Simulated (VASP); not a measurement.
# Al3N (P3m1) in VASP: notebook

Al3N is run at these levels: PBE; tasks: single point, relaxation of cell and atoms.

Everything below comes from runs of VASP 6.6.1. Logs are shortened: lines on timing, memory, paths and dates and some standing lists are left out, and cuts for length are marked.

**1. The cell of the first run**

It takes space group P3m1 (No. 156, trigonal). Conventional cell: a = 3.035 Å, b = 3.035 Å, c = 14.330 Å, α = 90.00°, β = 90.00°, γ = 120.00°. Al (site symmetry 3m) has 4 N at 1.86 to 1.91 Å within 2.5 Å. Al (site symmetry 3m) has 3 N at 1.89 Å within 2.5 Å. Al (site symmetry 3m) has 1 N at 1.92 Å within 2.6 Å. Al (site symmetry 3m) has 12 Al at 2.79 to 3.03 Å within 3.7 Å. Within 3.7 Å of Al (site symmetry 3m) lie 12 Al at 2.84 to 3.03 Å. Within 3.7 Å of Al (site symmetry 3m) lie 12 Al at 2.84 to 3.03 Å and 1 N at 3.14 Å. Within 2.5 Å of N (site symmetry 3m) lie 4 Al at 1.86 to 1.92 Å. Within 2.5 Å of N (site symmetry 3m) lie 4 Al at 1.89 to 1.91 Å.

**2. Single point, PBE**

Contents of INCAR:

```
SYSTEM = Al3N
PREC = Accurate ; ENCUT = 520
EDIFF = 1E-6 ; ISMEAR = 0
SIGMA = 0.1 ; LREAL = .FALSE.
LASPH = .TRUE. ; NELM = 80
ALGO = Normal ; ISIF = 2
LWAVE = .FALSE. ; LCHARG = .FALSE.
GGA = PE ; NBANDS = 24
```

Contents of KPOINTS:

```
Automatic mesh
0
G
  12 12 2
  0 0 0
```

Contents of POSCAR:

```
Al3N
1.0
    3.0346672412      0.0000000000      0.0000000000
   -1.5173336206      2.6280989229      0.0000000000
    0.0000000000      0.0000000000     14.3302047261
Al N
6 2
Direct
    0.3333333333      0.6666666667      0.1839655114
    0.0000000000      0.0000000000      0.0024007418
    0.0000000000      0.0000000000      0.3627682911
    0.3333333333      0.6666666667      0.5144175119
    0.6666666667      0.3333333333      0.6753298923
    0.3333333333      0.6666666667      0.8315549674
    0.0000000000      0.0000000000      0.2285472252
    0.3333333333      0.6666666667      0.0510158588
```

Potentials or basis: VASP PAW PBE potentials, release 64 (Al, N).

The run is started by

```console
$ cat potpaw_PBE.64/Al/POTCAR potpaw_PBE.64/N/POTCAR > POTCAR
$ mpirun -np 1 vasp_std > vasp.out
```

OUTCAR:

```text
SYSTEM = Al3N
   PREC = Accurate
   ENCUT = 520
   EDIFF = 1E-6
   ISMEAR = 0
   LREAL = .FALSE.
   LASPH = .TRUE.
   NELM = 80
   ISIF = 2
   GGA = PE

 ion  position               nearest neighbor table
   1  0.333  0.667  0.184-   7 1.86   7 1.86   7 1.86   8 1.91   3 3.10   3 3.10   3 3.10   2 3.14
                             2 3.14   2 3.14
   2  0.000  0.000  0.002-   8 1.89   8 1.89   8 1.89   6 3.01   6 3.01   6 3.01   1 3.14   1 3.14
                             1 3.14
   3  0.000  0.000  0.363-   7 1.92   4 2.79   4 2.79   4 2.79   1 3.10   1 3.10   1 3.10
   4  0.333  0.667  0.514-   3 2.79   3 2.79   3 2.79   5 2.90   5 2.90   5 2.90
   5  0.667  0.333  0.675-   6 2.84   6 2.84   6 2.84   4 2.90   4 2.90   4 2.90
   6  0.333  0.667  0.832-   5 2.84   5 2.84   5 2.84   2 3.01   2 3.01   2 3.01
   7  0.000  0.000  0.229-   1 1.86   1 1.86   1 1.86   3 1.92
   8  0.333  0.667  0.051-   2 1.89   2 1.89   2 1.89   1 1.91

  LATTYP: Found a hexagonal cell.
 ALAT       =     3.0346672412
 C/A-ratio  =     4.7221667442

  Lattice vectors:

 A1 = (   3.0346672412,   0.0000000000,   0.0000000000)
 A2 = (  -1.5173336206,   2.6280989229,   0.0000000000)
 A3 = (   0.0000000000,   0.0000000000,  14.3302047261)

Analysis of symmetry for initial positions (statically):
=====================================================================
 Subroutine PRICEL returns:
 Original cell was already a primitive cell.

 Routine SETGRP: Setting up the symmetry group for a
 hexagonal supercell.

 Subroutine GETGRP returns: Found  6 space group operations
 (whereof  6 operations were pure point group operations)
 out of a pool of 24 trial point group operations.

The static configuration has the point symmetry C_3v.

Analysis of symmetry for dynamics (positions and initial velocities):
=====================================================================
 Subroutine PRICEL returns:
 Original cell was already a primitive cell.

 Routine SETGRP: Setting up the symmetry group for a
 hexagonal supercell.

 Subroutine GETGRP returns: Found  6 space group operations
 (whereof  6 operations were pure point group operations)
 out of a pool of 24 trial point group operations.

The dynamic configuration has the point symmetry C_3v.

 Subroutine INISYM returns: Found  6 space group operations
 (whereof  6 operations are pure point group operations),
 and found     1 'primitive' translations

----------------------------------------------------------------------------------------

                                     Primitive cell
[... 106 lines left out ...]
   NSW    =      0    number of steps for IOM
   IBRION =     -1    ionic relax: 0-MD 1-quasi-New 2-CG
   NFREE  =      0    steps in history (QN), initial steepest desc. (CG)
   ISIF   =      2    stress and relaxation
   ISYM   =      2    0-nonsym 1-usesym 2-fastsym
   POTIM  = 0.5000    time-step for ionic-motion
   TEBEG  =    0.0;   TEEND  =   0.0 temperature during run
   PSTRESS=    0.0 pullay stress
   NELECT =      28.0000    total number of electrons
   NUPDOWN=      -1.0000    fix difference up-down
   EMIN   =  10.00;   EMAX   =-10.00  energy-range for DOS
   EFERMI =   0.00;   METHOD = LEGACY
   ISMEAR =     0;   SIGMA  =   0.10  broadening in eV -4-tet -1-fermi 0-gaus
   EFERMI_NEDOS =   21; number of points for ismear=-14 and -15
   IALGO  =     38    algorithm
   IMIX   =      4    mixing-type and parameters
     AMIX     =   0.40;   BMIX     =  1.00
     AMIX_MAG =   1.60;   BMIX_MAG =  1.00
  volume/ion in A,a.u.               =      14.29        96.41
  Fermi-wavevector in a.u.,A,eV,Ry     =   1.024375  1.935789 14.277203  1.049345
  Thomas-Fermi vector in A             =   2.158159
   LORBIT       =      0    0 simple, 1 ext, 2 COOP (PROOUT), +10 PAW based schemes
   GGA     = PE    functional components
   LHFCALC =     F    Hartree Fock is set to
   AEXX    =    0.0000 exact exchange contribution
   IVDW    =     0    specifies the selected vdW correction
   LEPSILON=     F    determine dielectric tensor
   LRPA    =     F    only Hartree local field effects (RPA)
 non-spin polarized calculation
 Gauss-broadening in eV      SIGMA  =   0.10
  energy-cutoff  :      520.00
  volume of cell :      114.29
 maximum number of plane-waves:      3113
 NGX is ok and might be reduce to    24
   NGX = 11   NGY = 11   NGZ = 53

 number of electron      27.9999998 magnetization

 Free energy of the ion-electron system (eV)
  ---------------------------------------------------
  ext. energy  EPLUGINS =         0.00000000
  ---------------------------------------------------
  free energy    TOTEN  =       -43.40163020 eV

  energy without entropy =      -43.39522261  energy(sigma->0) =      -43.39842640

 E-fermi :   7.5199     XC(G=0): -10.2510

 val. band max:        7.4713597940   @ k =   0.5000   0.0000   0.5000
 cond. band min:       7.5343546977   @ k =   0.2500   0.1667   0.5000
 fundamental gap:      0.0629949037
 Fermi energy:         7.5199359713

 k-point     1 :       0.0000    0.0000    0.0000
  band No.  band energies     occupation
      1      -9.6552      2.00000
      2      -8.6787      2.00000
      3      -2.7047      2.00000
      4      -1.7835      2.00000
      5      -1.0599      2.00000
      6       1.1734      2.00000
[... 637 lines left out ...]
     23      13.6326      0.00000
     24      13.9977      0.00000

 [... further k-points ...]
[... 5 lines left out ...]
  --------------------------------------------------------------------------------------
  -------------------------------------------------------------------------------------
  Total       -0.0609812     -0.0609812     -0.1144147      0.0000000      0.0000000      0.0000000
  in kB       -0.8548732     -0.8548732     -1.6039370      0.0000000      0.0000000      0.0000000
  external PRESSURE =      -1.1045611 kB  Pullay stress =       0.0000000 kB

 VOLUME and BASIS-vectors are now :
 -----------------------------------------------------------------------------
  energy-cutoff  :      520.00
  volume of cell :      114.29
      direct lattice vectors                 reciprocal lattice vectors
     3.034667241  0.000000000  0.000000000     0.329525421  0.190251590  0.000000000
    -1.517333621  2.628098923  0.000000000     0.000000000  0.380503181  0.000000000
     0.000000000  0.000000000 14.330204726     0.000000000  0.000000000  0.069782674

 POSITION                                       TOTAL-FORCE (eV/Angst)
 -----------------------------------------------------------------------------------
     -0.00000      1.75207      2.63626         0.000000      0.000000      0.001050
      0.00000      0.00000      0.03440        -0.000000     -0.000000      0.012508
      0.00000      0.00000      5.19854         0.000000      0.000000      0.000827
     -0.00000      1.75207      7.37171        -0.000000      0.000000     -0.002949
      1.51733      0.87603      9.67762        -0.000000      0.000000      0.001335
     -0.00000      1.75207     11.91635        -0.000000      0.000000      0.003837
      0.00000      0.00000      3.27513        -0.000000      0.000000     -0.009798
     -0.00000      1.75207      0.73107         0.000000      0.000000     -0.006810
 -----------------------------------------------------------------------------------
    total drift:                                0.000000     -0.000000     -0.000325

  FREE ENERGIE OF THE ION-ELECTRON SYSTEM (eV)
  ---------------------------------------------------
  free  energy   TOTEN  =       -43.4016301980 eV

  energy  without entropy=      -43.3952226053  energy(sigma->0) =      -43.39842640
```

stdout:

```text
POSCAR found type information on POSCAR AlN
 POSCAR found :  2 types and       8 ions
 scaLAPACK will be used
 LDA part: xc-table for (Slater+PW92), standard interpolation
 POSCAR, INCAR and KPOINTS ok, starting setup
 FFT: planning ... GRIDC
 FFT: planning ... GRID_SOFT
 FFT: planning ... GRID
 WAVECAR not read
 entering main loop
```

It took 83 s on 1 thread of Intel Xeon Platinum 8488C (Sapphire Rapids), shared host; peak memory 0.26 GiB.

Results:

```
Free energy            : -43.4016 eV
Pressure               : -0.1 GPa
Largest force          : 0.013 eV/Å
Band gap on the k mesh : zero (band 14 reaches 9.53 eV, above the bottom of band 15 at 6.80 eV)
```

Forces on the atoms (eV/Å):
```
Al   0.000  0.000  0.001
Al   0.000  0.000  0.013
Al   0.000  0.000  0.001
Al   0.000  0.000 -0.003
Al   0.000  0.000  0.001
Al   0.000  0.000  0.004
N    0.000  0.000 -0.010
N    0.000  0.000 -0.007
```

**3. Single point, PBE**

Contents of INCAR:

```
SYSTEM = Al3N
  PREC = Accurate
  ENCUT = 520
  EDIFF = 1E-6
  ISMEAR = 0
  SIGMA = 0.2
  LREAL = .FALSE.
  LASPH = .TRUE.
  NELM = 60
  ALGO = Normal
  ISIF = 2
  LWAVE = .FALSE.
  LCHARG = .TRUE.
  GGA = PE
  LELF = .TRUE.
  LVHAR = .TRUE.
  NBANDS = 24
```

Contents of KPOINTS:

```
regular mesh
0
G
  12 12 2
  0 0 0
```

Contents of POSCAR:

```
Al3N
1.0
    3.0346672412      0.0000000000      0.0000000000
   -1.5173336206      2.6280989229      0.0000000000
    0.0000000000      0.0000000000     14.3302047261
Al N
6 2
Direct
    0.3333333333      0.6666666667      0.1839655114
    1.0000000000      0.0000000000      0.0024007418
    1.0000000000      1.0000000000      0.3627682911
    0.3333333333      0.6666666667      0.5144175119
    0.6666666667      0.3333333333      0.6753298923
    0.3333333333      0.6666666667      0.8315549674
    1.0000000000      1.0000000000      0.2285472252
    0.3333333333      0.6666666667      0.0510158588
```

Potentials or basis: VASP PAW PBE potentials, release 64 (Al, N).

The run is started by

```console
$ cat potpaw_PBE.64/Al/POTCAR potpaw_PBE.64/N/POTCAR > POTCAR
$ mpirun -np 1 vasp_std > vasp.out
```

OUTCAR:

```text
SYSTEM = Al3N
   PREC = Accurate
   ENCUT = 520
   EDIFF = 1E-6
   ISMEAR = 0
   LREAL = .FALSE.
   LASPH = .TRUE.
   NELM = 60
   ISIF = 2
   GGA = PE

 ion  position               nearest neighbor table
   1  0.333  0.667  0.184-   7 1.86   7 1.86   7 1.86   8 1.91   3 3.10   3 3.10   3 3.10   2 3.14
                             2 3.14   2 3.14
   2  0.000  0.000  0.002-   8 1.89   8 1.89   8 1.89   6 3.01   6 3.01   6 3.01   1 3.14   1 3.14
                             1 3.14
   3  0.000  0.000  0.363-   7 1.92   4 2.79   4 2.79   4 2.79   1 3.10   1 3.10   1 3.10
   4  0.333  0.667  0.514-   3 2.79   3 2.79   3 2.79   5 2.90   5 2.90   5 2.90
   5  0.667  0.333  0.675-   6 2.84   6 2.84   6 2.84   4 2.90   4 2.90   4 2.90
   6  0.333  0.667  0.832-   5 2.84   5 2.84   5 2.84   2 3.01   2 3.01   2 3.01
   7  0.000  0.000  0.229-   1 1.86   1 1.86   1 1.86   3 1.92
   8  0.333  0.667  0.051-   2 1.89   2 1.89   2 1.89   1 1.91

  LATTYP: Found a hexagonal cell.
 ALAT       =     3.0346672412
 C/A-ratio  =     4.7221667442

  Lattice vectors:

 A1 = (   3.0346672412,   0.0000000000,   0.0000000000)
 A2 = (  -1.5173336206,   2.6280989229,   0.0000000000)
 A3 = (   0.0000000000,   0.0000000000,  14.3302047261)

Analysis of symmetry for initial positions (statically):
=====================================================================
 Subroutine PRICEL returns:
 Original cell was already a primitive cell.

 Routine SETGRP: Setting up the symmetry group for a
 hexagonal supercell.

 Subroutine GETGRP returns: Found  6 space group operations
 (whereof  6 operations were pure point group operations)
 out of a pool of 24 trial point group operations.

The static configuration has the point symmetry C_3v.

Analysis of symmetry for dynamics (positions and initial velocities):
=====================================================================
 Subroutine PRICEL returns:
 Original cell was already a primitive cell.

 Routine SETGRP: Setting up the symmetry group for a
[... 139 lines left out ...]
  volume/ion in A,a.u.               =      14.29        96.41
  Fermi-wavevector in a.u.,A,eV,Ry     =   1.024375  1.935789 14.277203  1.049345
  Thomas-Fermi vector in A             =   2.158159
   LORBIT       =      0    0 simple, 1 ext, 2 COOP (PROOUT), +10 PAW based schemes
   GGA     = PE    functional components
   LHFCALC =     F    Hartree Fock is set to
   AEXX    =    0.0000 exact exchange contribution
   IVDW    =     0    specifies the selected vdW correction
   LEPSILON=     F    determine dielectric tensor
   LRPA    =     F    only Hartree local field effects (RPA)
 non-spin polarized calculation
 Gauss-broadening in eV      SIGMA  =   0.20
  energy-cutoff  :      520.00
  volume of cell :      114.29
 maximum number of plane-waves:      3113
 NGX is ok and might be reduce to    24
   NGX = 11   NGY = 11   NGZ = 53

 number of electron      27.9999998 magnetization

 Free energy of the ion-electron system (eV)
  ---------------------------------------------------
  ext. energy  EPLUGINS =         0.00000000
  ---------------------------------------------------
  free energy    TOTEN  =       -43.41304848 eV

  energy without entropy =      -43.37871951  energy(sigma->0) =      -43.39588400

 E-fermi :   7.5146     XC(G=0): -10.2511

 val. band max:        7.4737241921   @ k =   0.5000   0.0000   0.5000
 cond. band min:       7.5347997132   @ k =   0.2500   0.1667   0.5000
 fundamental gap:      0.0610755211
 Fermi energy:         7.5146366582

 k-point     1 :       0.0000    0.0000    0.0000
  band No.  band energies     occupation
      1      -9.6598      2.00000
      2      -8.6825      2.00000
      3      -2.7037      2.00000
      4      -1.7838      2.00000
      5      -1.0591      2.00000
      6       1.1737      2.00000
[... 637 lines left out ...]
     23      13.6320      0.00000
     24      13.9986      0.00000

 [... further k-points ...]
[... 5 lines left out ...]
  --------------------------------------------------------------------------------------
  -------------------------------------------------------------------------------------
  Total       -0.0106810     -0.0106810     -0.1958316      0.0000000      0.0000000     -0.0000000
  in kB       -0.1497335     -0.1497335     -2.7452894      0.0000000      0.0000000     -0.0000000
  external PRESSURE =      -1.0149188 kB  Pullay stress =       0.0000000 kB

 VOLUME and BASIS-vectors are now :
 -----------------------------------------------------------------------------
  energy-cutoff  :      520.00
  volume of cell :      114.29
      direct lattice vectors                 reciprocal lattice vectors
     3.034667241  0.000000000  0.000000000     0.329525421  0.190251590  0.000000000
    -1.517333621  2.628098923  0.000000000     0.000000000  0.380503181  0.000000000
     0.000000000  0.000000000 14.330204726     0.000000000  0.000000000  0.069782674

 POSITION                                       TOTAL-FORCE (eV/Angst)
 -----------------------------------------------------------------------------------
     -0.00000      1.75207      2.63626        -0.000000     -0.000000     -0.003136
      0.00000      0.00000      0.03440        -0.000000      0.000000     -0.002481
      0.00000      0.00000      5.19854         0.000000     -0.000000     -0.002477
     -0.00000      1.75207      7.37171         0.000000     -0.000000      0.016628
      1.51733      0.87603      9.67762         0.000000     -0.000000     -0.017321
     -0.00000      1.75207     11.91635         0.000000     -0.000000      0.017172
      0.00000      0.00000      3.27513         0.000000     -0.000000     -0.004906
     -0.00000      1.75207      0.73107         0.000000     -0.000000     -0.003480
 -----------------------------------------------------------------------------------
    total drift:                                0.000000     -0.000000     -0.000323

  FREE ENERGIE OF THE ION-ELECTRON SYSTEM (eV)
  ---------------------------------------------------
  free  energy   TOTEN  =       -43.4130484797 eV

  energy  without entropy=      -43.3787195144  energy(sigma->0) =      -43.39588400
```

OSZICAR:

```text
N       E                     dE             d eps       ncg     rms          rms(c)
DAV:   1     0.742882249618E+02    0.74288E+02   -0.11021E+04  1832   0.962E+02
DAV:   2    -0.396707288040E+02   -0.11396E+03   -0.10696E+03  2416   0.172E+02
DAV:   3    -0.488767374834E+02   -0.92060E+01   -0.91519E+01  2424   0.492E+01
DAV:   4    -0.489734542925E+02   -0.96717E-01   -0.96697E-01  2168   0.596E+00
DAV:   5    -0.489747199487E+02   -0.12657E-02   -0.12656E-02  2464   0.700E-01    0.131E+01
DAV:   6    -0.433490377470E+02    0.56257E+01   -0.21796E+01  2360   0.252E+01    0.483E+00
DAV:   7    -0.434730349382E+02   -0.12400E+00   -0.31025E+00  2048   0.768E+00    0.333E+00
DAV:   8    -0.434382464996E+02    0.34788E-01   -0.37665E-01  2240   0.289E+00    0.181E+00
DAV:   9    -0.434229562455E+02    0.15290E-01   -0.19353E-01  2256   0.211E+00    0.465E-01
DAV:  10    -0.434135473670E+02    0.94089E-02   -0.52699E-02  2152   0.106E+00    0.304E-01
DAV:  11    -0.434129725471E+02    0.57482E-03   -0.12489E-02  2256   0.537E-01    0.190E-01
DAV:  12    -0.434131033680E+02   -0.13082E-03   -0.94955E-04  2352   0.203E-01    0.104E-01
DAV:  13    -0.434130497439E+02    0.53624E-04   -0.45128E-04  2184   0.116E-01    0.207E-02
DAV:  14    -0.434130494312E+02    0.31261E-06   -0.27300E-05  2432   0.330E-02    0.999E-03
DAV:  15    -0.434130484797E+02    0.95152E-06   -0.32533E-06  2120   0.122E-02
   1 F= -.43413048E+02 E0= -.43395884E+02  d E =-.343290E-01
```

stdout:

```text
POSCAR found type information on POSCAR AlN
 POSCAR found :  2 types and       8 ions
 scaLAPACK will be used
 LDA part: xc-table for (Slater+PW92), standard interpolation
 POSCAR, INCAR and KPOINTS ok, starting setup
 FFT: planning ... GRIDC
 FFT: planning ... GRID_SOFT
 FFT: planning ... GRID
 WAVECAR not read
 entering main loop
```

Run time: 75 s. Hardware: 1 thread of Intel Xeon Platinum 8488C (Sapphire Rapids), shared host; peak memory 0.27 GiB.

What came out:

- Free energy: -43.4130 eV
- Pressure: -0.1 GPa
- Largest force: 0.017 eV/Å
- Band gap on the k mesh: zero (band 14 reaches 9.53 eV, above the bottom of band 15 at 6.81 eV)

Forces in eV/Å, atoms in the order of the input:
```
Al   0.000  0.000 -0.003
Al   0.000  0.000 -0.002
Al   0.000  0.000 -0.002
Al   0.000  0.000  0.017
Al   0.000  0.000 -0.017
Al   0.000  0.000  0.017
N    0.000  0.000 -0.005
N    0.000  0.000 -0.003
```

(Part 1 of 2 ends here.)
